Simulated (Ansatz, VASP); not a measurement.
## One calculation of Ca, two programs

```
Ca
1.0
    -2.24000    2.24000    2.24000
     2.24000   -2.24000    2.24000
     2.24000    2.24000   -2.24000
Ca
1
Direct
  0.00000 0.00000 0.00000
```

Alike in both runs: task single point; functional PBE; k mesh 10 × 10 × 10; occupations fermi-dirac, width 0.01 eV; no spin polarisation.

|  | VASP | Ansatz |
| --- | --- | --- |
| version | VASP 6.6.1 | Ansatz 0.2.0 |
| potentials or method | VASP PAW PBE potentials, release 64 (Ca_sv), cutoff 520 eV | all-electron LAPW, scalar-relativistic |

```csv
,VASP,Ansatz,Ansatz less VASP
pressure (GPa),-0.9,-0.9,-0.02
```

Ansatz ran all-electron here, and VASP with PAW potentials.
